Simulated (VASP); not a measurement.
A run of VASP 6.6.1 is set up as follows.

File POSCAR:

```
NaF
1.0
    2.7934851918      0.0000000000      0.0000000000
    0.0000000000      2.7934851918      0.0000000000
    0.0000000000      0.0000000000      2.7934851918
Na F
1 1
Direct
    0.0000000000      0.0000000000      0.0000000000
    0.5000000000      0.5000000000      0.5000000000
```

File INCAR.step1:

```
  PREC = Accurate
  ENCUT = 520
  EDIFF = 1E-5
  ISMEAR = 0
  SIGMA = 0.01
  LREAL = F
  LASPH = T
  NELM = 100
  ALGO = Normal
  ISIF = 2
  LWAVE = T
  LCHARG = F
  GGA = PE
  NBANDS = 14
```

File INCAR.step2:

```
  PREC = Accurate
  ENCUT = 520
  EDIFF = 1E-7
  ISMEAR = 0
  SIGMA = 0.01
  LREAL = F
  LASPH = T
  NELM = 100
  ALGO = Normal
  ISIF = 2
  LWAVE = F
  LCHARG = F
  GGA = PE
  LHFCALC = T
  AEXX = 0.25
  PRECFOCK = Normal
  ISTART = 1
  NBANDS = 14
```

Contents of KPOINTS:

```
regular mesh
0
Gamma
  6 6 6
```

Potentials or basis: VASP PAW PBE potentials, release 64 (Na_pv, F).

Run with:

```bash
$ cat potpaw_PBE.64/Na_pv/POTCAR potpaw_PBE.64/F/POTCAR > POTCAR
$ cp INCAR.step1 INCAR
$ mpirun -np 1 vasp_std > vasp.out
$ cp INCAR.step2 INCAR
$ mpirun -np 1 vasp_std > vasp.out
```

(1) What does it give for the pressure?

(2) What does it give for the band gap on the k mesh?

## Answers

(1) 1.8 GPa.

(2) 9.07 eV, indirect (least direct gap 9.42 eV).

Caveat: the PAW data sets were made with another functional, which shifts forces and pressure a little.
